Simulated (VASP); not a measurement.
Crystal: AlFe.

```
CELL_PARAMETERS angstrom
2.91000 0.00000 0.00000
0.00000 2.91000 0.00000
0.00000 0.00000 2.91000
ATOMIC_POSITIONS crystal
Fe 0.50000 0.50000 0.50000
Al 0.00000 0.00000 0.00000
```

Base run:

* Program: VASP 6.6.1
* Functional: PBEsol
* Potentials or basis: VASP PAW PBE potentials, release 64 (Fe_sv, Al)
* Cutoff: 690 eV
* k mesh: 8 × 8 × 8
* Occupations: fermi-dirac, width 0.05 eV
* Spin: collinear spin, ferromagnetic start
* Starting moments: [6.0, 0.0] μB
* Fixed moment: 6 μB

Its results: pressure 75.3 GPa; site moments Fe +3.88; Al +0.33 μB.

Task: The run is repeated on the same cell with these changes: fixed moment from 6 μB to 3 μB; moments at the start from [6.0, 0.0] to [3.0, 0.0]. What comes out?

Result: Pressure 11.0 GPa; site moments Fe +2.57; Al +0.01 μB.

Caveats: the cell stands under pressure; the PAW data sets were made with another functional, which shifts forces and pressure a little; the total moment is fixed, so each spin has its own Fermi level and the state may be an excited one.
